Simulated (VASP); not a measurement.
# C3O (Cmmm) in VASP: further runs, part 2 of 2

VASP 6.6.1. The steps go on from the part before.

### 5 Relaxation of cell and atoms, PBE+D3(BJ)

This run uses another cell than the first one, of 8.63 Å³/atom.

File INCAR:

```
ALGO = Normal ; EDIFF = 1E-6
EDIFFG = -0.04 ; ENCUT = 600
GGA = PE ; IBRION = 2
ISIF = 3 ; ISMEAR = 0
IVDW = 12 ; LASPH = T
LCHARG = F ; LREAL = F
LWAVE = F ; NELM = 80
NSW = 90 ; PREC = Accurate
SIGMA = 0.1
```

File KPOINTS:

```
k-points
0
Gamma
  8 8 4
```

File POSCAR:

```
C3O
1.0
    1.1590840970     -3.1444129959      0.0000000000
    1.1590840970      3.1444129959      0.0000000000
    0.0000000000      0.0000000000      4.7349546390
C O
3 1
Direct
    0.5000000000      0.5000000000      0.7117373909
    0.0000000000      0.0000000000      0.5000000000
    0.5000000000      0.5000000000      0.2882626091
    0.0000000000      0.0000000000      0.0000000000
```

Run with:

```sh
$ cat potpaw_PBE.64/C/POTCAR potpaw_PBE.64/O/POTCAR > POTCAR
$ mpirun -np 1 vasp_std > vasp.out
```

It took 38 s on 1 thread of Oxide Virtual Turin-like, shared host; peak memory 0.17 GiB.

Results (log left out):

```yaml
Free_energy: -24.7158 eV
Relaxed_volume: 8.56 Å³/atom
Relaxed_cell: a = 3.354 Å, b = 3.354 Å, c = 4.678 Å, α = 90.00°, β = 90.00°, γ = 139.37°
Space_group_after_relaxing_to_0.1_Å: Cmmm (No. 65)
Energy_gained_by_relaxing: 4.9 meV/atom
Ionic_steps: 3
Pressure_after_relaxing: 0.2 GPa
Largest_force_after_relaxing: 0.020 eV/Å
Band_gap_on_the_k_mesh: zero (bands 9 and 10 overlap by 3.93 eV)
Dispersion_energy_per_atom: -0.111 eV
```

Forces in eV/Å, atoms in the order of the input:
```
C    0.000  0.000 -0.020
C    0.000  0.000  0.000
C    0.000  0.000  0.020
O    0.000  0.000  0.000
```

Stress tensor (GPa, compression positive):
```
-0.21  0.00  0.00
 0.00  0.73  0.00
 0.00  0.00 -0.02
```

Step by step:
| step | energy change (eV) | largest force (eV/Å) | pressure (GPa) | volume (Å³) |
| --- | --- | --- | --- | --- |
| 1 | 0.0000 | 0.3344 | -2.41 | 34.51 |
| 2 | 0.0302 | 0.5076 | 4.92 | 33.85 |
| 3 | -0.0195 | 0.0204 | 0.17 | 34.26 |

Final structure:
```yaml
crystal:
  lattice:
    - [1.16422, -3.14516, 0.00000]
    - [1.16422, 3.14516, 0.00000]
    - [0.00000, 0.00000, 4.67809]
  atoms:
    - { symbol: C, position: [0.50000, 0.50000, 0.71047] }
    - { symbol: C, position: [0.00000, 0.00000, 0.50000] }
    - { symbol: C, position: [0.50000, 0.50000, 0.28953] }
    - { symbol: O, position: [0.00000, 0.00000, 0.00000] }
```

Levels at points of the mesh, in eV from the Fermi level:
| k point | band 6 | band 7 | band 8 | band 9 | band 10 | band 11 | band 12 | band 13 |
| --- | --- | --- | --- | --- | --- | --- | --- | --- |
| (0.00, 0.00, 0.00) | -4.48 | -2.70 | -1.43 | -1.00 | -0.03 | 2.63 | 5.46 | 5.56 |
| (0.50, 0.00, 0.00) | -7.00 | -3.38 | -1.88 | -1.28 | -0.38 | 1.13 | 3.61 | 4.41 |
| (0.50, 0.50, 0.00) | -4.39 | -4.05 | -2.25 | -1.47 | -0.51 | 2.54 | 5.99 | 6.54 |
| (0.00, 0.00, 0.50) | -4.75 | -4.30 | -3.22 | 1.80 | 1.96 | 4.01 | 4.57 | 6.70 |
| (0.50, 0.00, 0.50) | -4.23 | -3.18 | -2.88 | -2.54 | -1.51 | -0.72 | 0.46 | 7.89 |
| (0.50, 0.50, 0.50) | -6.65 | -4.38 | -3.28 | 0.64 | 2.35 | 4.51 | 4.85 | 5.59 |

Caveat: the k points lie up to 0.36 Å⁻¹ apart in the final cell, too coarse for converged energies and pressures of a metal.

### 6 Single point, PBE+D3(BJ), collinear spin, ferromagnetic start

File INCAR:

```
PREC = Accurate
ENCUT = 520
EDIFF = 1E-7
ISMEAR = 0
SIGMA = 0.1
LREAL = False
LASPH = True
NELM = 150
ALGO = Fast
ISIF = 2
LWAVE = False
LCHARG = False
ISPIN = 2
MAGMOM = 1 1 1 1
LORBIT = 11
GGA = PE
IVDW = 12
NBANDS = 21
```

File KPOINTS:

```
Automatic mesh
0
Gamma
  8 8 2
```

File POSCAR:

```
C3O
1.0
    1.4505693300     -2.0148353900      0.0000000000
    1.4505693300      2.0148353900      0.0000000000
    0.0000000000      0.0000000000      7.9618748400
C O
3 1
Direct
    0.5000000000      0.5000000000      0.7422130100
    0.0000000000      0.0000000000      0.5000000000
    0.5000000000      0.5000000000      0.2577869900
    0.0000000000      0.0000000000      0.0000000000
```

Potentials or basis: VASP PAW PBE potentials, release 64 (C, O).

Run with:

```sh
$ cat potpaw_PBE.64/C/POTCAR potpaw_PBE.64/O/POTCAR > POTCAR
$ mpirun -np 1 vasp_std > vasp.out
```

It took 2 min on 1 thread of Oxide Virtual Turin-like, shared host; peak memory 0.17 GiB.

The run converged. Its results:

```
Free energy                                           : -15.6468 eV
Pressure                                              : -30.3 GPa
Largest force                                         : 0.446 eV/Å
Band gap on the k mesh                                : zero (filled and empty bands overlap)
Net moment                                            : 0.00 μB per cell
Valence electrons inside the program's atomic spheres : C 1.91, 1.96 (each value once); O 4.59
Dispersion energy per atom                            : -0.191 eV
```

Forces in eV/Å, atoms in the order of the input:
```
C    0.000  0.000 -0.446
C    0.000  0.000  0.000
C    0.000  0.000  0.446
O    0.000  0.000  0.000
```

Stress tensor (GPa, compression positive):
```
-28.94   0.00   0.00
  0.00 -29.22   0.00
  0.00   0.00 -32.85
```

Levels at points of the mesh, in eV from the Fermi level:
Spin up:
| k point | band 6 | band 7 | band 8 | band 9 | band 10 | band 11 | band 12 | band 13 |
| --- | --- | --- | --- | --- | --- | --- | --- | --- |
| (0.00, 0.00, 0.00) | 0.03 | 0.33 | 0.80 | 0.89 | 2.73 | 3.57 | 4.37 | 4.52 |
| (0.50, 0.00, 0.00) | -4.26 | -2.16 | -2.15 | -0.93 | 0.49 | 0.58 | 2.28 | 2.74 |
| (0.50, 0.50, 0.00) | -3.01 | -2.75 | -1.41 | -1.14 | -0.52 | -0.28 | 0.68 | 1.00 |
| (0.00, 0.00, 0.50) | -2.36 | 0.33 | 0.89 | 2.33 | 2.66 | 3.68 | 4.08 | 4.37 |
| (0.50, 0.00, 0.50) | -3.42 | -3.29 | -3.20 | -0.01 | 0.37 | 1.61 | 2.02 | 2.26 |
| (0.50, 0.50, 0.50) | -3.78 | -1.88 | -1.34 | -0.89 | -0.80 | -0.52 | 0.39 | 0.99 |
Spin down:
```tsv
k point	band 6	band 7	band 8	band 9	band 10	band 11	band 12	band 13
(0.00, 0.00, 0.00)	0.03	0.33	0.80	0.88	2.73	3.57	4.37	4.52
(0.50, 0.00, 0.00)	-4.26	-2.16	-2.15	-0.93	0.49	0.58	2.28	2.74
(0.50, 0.50, 0.00)	-3.01	-2.75	-1.41	-1.14	-0.52	-0.28	0.68	1.00
(0.00, 0.00, 0.50)	-2.36	0.33	0.88	2.33	2.66	3.68	4.08	4.37
(0.50, 0.00, 0.50)	-3.42	-3.29	-3.21	-0.01	0.37	1.61	2.02	2.26
(0.50, 0.50, 0.50)	-3.78	-1.88	-1.34	-0.89	-0.80	-0.52	0.39	0.99
```

Caveat: the k points lie up to 0.39 Å⁻¹ apart, too coarse for converged energies and pressures of a metal.

### 7 Single point, PBE+D3(BJ)

This run uses another cell than the first one, of 8.70 Å³/atom.

File INCAR:

```
PREC = Accurate
ENCUT = 520
EDIFF = 1E-6
ISMEAR = 0
SIGMA = 0.1
LREAL = False
LASPH = True
NELM = 60
ALGO = Fast
ISIF = 2
LWAVE = False
LCHARG = False
GGA = PE
IVDW = 12
NBANDS = 17
```

File KPOINTS:

```
regular mesh
0
Gamma
  20 20 10
```

File POSCAR:

```
C3O
1.0
    1.1660261903     -3.1845800402      0.0000000000
    1.1660261903      3.1845800402      0.0000000000
    0.0000000000      0.0000000000      4.6853004120
C O
3 1
Direct
    0.5000000000      0.5000000000      0.7104431846
    0.0000000000      0.0000000000      0.5000000000
    0.5000000000      0.5000000000      0.2895568154
    0.0000000000      0.0000000000      0.0000000000
```

Run with:

```sh
$ cat potpaw_PBE.64/C/POTCAR potpaw_PBE.64/O/POTCAR > POTCAR
$ mpirun -np 1 vasp_std > vasp.out
```

Run time: 4.2 min. Hardware: 1 thread of Oxide Virtual Turin-like, shared host; peak memory 0.4 GiB.

It converged, with:

| Quantity | Value |
| --- | --- |
| Free energy | -24.6370 eV |
| Pressure | 0.2 GPa |
| Largest force | 0.043 eV/Å |
| Band gap on the k mesh | zero (bands 9 and 10 overlap by 4.13 eV) |
| Dispersion energy per atom | -0.109 eV |

Forces on the atoms (eV/Å):
```
C    0.000  0.000  0.043
C    0.000  0.000  0.000
C    0.000  0.000 -0.043
O    0.000  0.000  0.000
```

Stress tensor (GPa, compression positive):
```
 0.45  0.00  0.00
 0.00 -0.17  0.00
 0.00  0.00  0.30
```

Levels at points of the mesh, in eV from the Fermi level:
```
           k point  band 5  band 6  band 7  band 8  band 9  band 10  band 11  band 12  band 13  band 14
(0.00, 0.00, 0.00)   -5.07   -4.45   -2.74   -1.42   -1.00    -0.06     2.66     5.35     5.54     7.16
(0.50, 0.00, 0.00)  -10.25   -6.97   -3.37   -1.84   -1.28    -0.37     1.16     3.63     4.38     8.85
(0.50, 0.50, 0.00)   -5.14   -4.37   -4.00   -2.16   -1.46    -0.53     2.58     5.96     6.52     8.56
(0.00, 0.00, 0.50)   -5.57   -4.78   -4.27   -3.20    1.78     1.95     3.98     4.58     6.60     6.61
(0.50, 0.00, 0.50)   -7.48   -4.22   -3.18   -2.85   -2.53    -1.48    -0.71     0.49     7.88    11.31
(0.50, 0.50, 0.50)   -7.96   -6.57   -4.34   -3.25    0.67     2.35     4.52     4.81     5.62     8.80
```

### 8 Overview

| task | spin | cell | k mesh | cutoff (eV) | gap on the mesh (eV) | pressure (GPa) | moment (μB) | largest force (eV/Å) |
| --- | --- | --- | --- | --- | --- | --- | --- | --- |
| single point | off | a = 2.483, b = 2.483, c = 7.962 Å, angles 90.0, 90.0, 108.5°, 4 atoms, atomic positions A | 8 × 8 × 2 | 520 | none | -30.3 | - | 0.45 |
| single point | off | a = 3.514, b = 3.514, c = 4.675 Å, angles 90.0, 90.0, 141.3°, 4 atoms, atomic positions B | 8 × 8 × 4 | 520 | none | 0.3 | - | 0.05 |
| single point | collinear, ferromagnetic start | a = 3.351, b = 3.351, c = 4.735 Å, angles 90.0, 90.0, 139.5°, 4 atoms, atomic positions C | 8 × 8 × 2 | 520 | none | 0.3 | 0.00 | 0.03 |
| relaxation of cell and atoms | off | relaxed from a = 3.351, b = 3.351, c = 4.735 Å, angles 90.0, 90.0, 139.5°, 4 atoms, atomic positions C | 8 × 8 × 4 | 600 | none | 0.2 | - | 0.02 |
| single point | collinear, ferromagnetic start | a = 2.483, b = 2.483, c = 7.962 Å, angles 90.0, 90.0, 108.5°, 4 atoms, atomic positions A | 8 × 8 × 2 | 520 | none | -30.3 | 0.00 | 0.45 |
| single point | off | a = 3.391, b = 3.391, c = 4.685 Å, angles 90.0, 90.0, 139.8°, 4 atoms, atomic positions D | 20 × 20 × 10 | 520 | none | 0.2 | - | 0.04 |

Alike in all rows: level PBE+D3(BJ); potentials or basis VASP PAW PBE potentials, release 64 (C, O); smearing gaussian 0.1 eV.

Caveats: some runs use coarse meshes.

Absolute energies hang on the potentials; compare differences alone.
